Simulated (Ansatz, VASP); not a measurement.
## Two plane-wave programs on GaAs

```xyz
4
Lattice="4.1641 0.0000 0.0000 0.0000 4.1641 0.0000 0.0000 0.0000 5.8890" Properties=species:S:1:pos:R:3 pbc="T T T"
Ga    2.0821    2.0821    1.4722
Ga    2.0821    2.0821    4.4167
As    0.0000    2.0821    0.0000
As    2.0821    0.0000    2.9445
```

Change from the starting cell: ordered vacancies on the cation sites of antifluorite (P4_2/mmc, No. 131).

Alike in both runs: task relaxation of cell and atoms; functional PBE; k mesh 12 × 12 × 8; occupations gaussian, width 0.1 eV; no spin polarisation.

|  | VASP | Ansatz |
| --- | --- | --- |
| version | VASP 6.6.1 | Ansatz 0.2.0 |
| potentials or method | VASP PAW PBE potentials, release 64 (Ga_d, As), cutoff 600 eV | scalar-relativistic, plane waves, PAW |
| valence electrons in the cell | 36 | 56 |

```tsv
	VASP	Ansatz	Ansatz less VASP
gap on the k mesh at the Fermi level, each at its own relaxed structure (eV)	none	none	-
relaxed volume (Å³/atom)	24.27	24.21	-0.059
relaxed cell length with the largest relative difference (Å)	6.878	6.873	-0.0059
```

A gap of «none» marks a metal or a gap that the smearing closes. VASP's potentials hold 36 valence electrons a cell and Ansatz's 56, so a difference there can come from the potentials and not from the codes.
